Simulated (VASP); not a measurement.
Crystal: Ge.

```
Ge
1.0
     0.00000    2.88069    2.88069
     2.88069    0.00000    2.88069
     2.88069    2.88069    0.00000
Ge
2
Cartesian
  0.0000 0.0000 0.0000
  1.4403 1.4403 1.4403
```

* Program: VASP 6.6.1
* Task: relaxation of cell and atoms
* Functional: PBEsol
* Potentials or basis: VASP PAW PBE potentials, release 64 (Ge_d)
* Cutoff: 600 eV
* k mesh: 8 × 8 × 8
* Occupations: fermi-dirac, width 0.02 eV
* Spin: no spin polarisation

At the start: pressure -2.7 GPa; volume 23.91 Å³/atom.

Q: How do energy, volume and symmetry change on relaxing?

A: Over 6 steps the energy falls by 9.6 meV/atom and the volume is 22.86 Å³/atom (-4.4 %); space group Fd-3m (No. 227, to 0.05 Å).

The path:
| step | energy change (eV) | largest force (eV/Å) | pressure (GPa) | volume (Å³) |
| --- | --- | --- | --- | --- |
| 1 | 0.0000 | 0.0000 | -2.75 | 47.81 |
| 2 | -0.0172 | 0.0000 | 0.95 | 45.03 |
| 3 | -0.0191 | 0.0000 | 0.13 | 45.66 |
| 4 | -0.0191 | 0.0000 | -0.10 | 45.76 |
| 5 | -0.0191 | 0.0000 | -0.06 | 45.72 |
| 6 | -0.0191 | 0.0000 | -0.02 | 45.71 |

Final structure:
```
Ge
1.0
     0.00000    2.83796    2.83796
     2.83796    0.00000    2.83796
     2.83796    2.83796    0.00000
Ge
2
Direct
  0.00000 0.00000 0.00000
  0.25000 0.25000 0.25000
```

Caveat: the PAW data sets were made with another functional, which shifts forces and pressure a little.
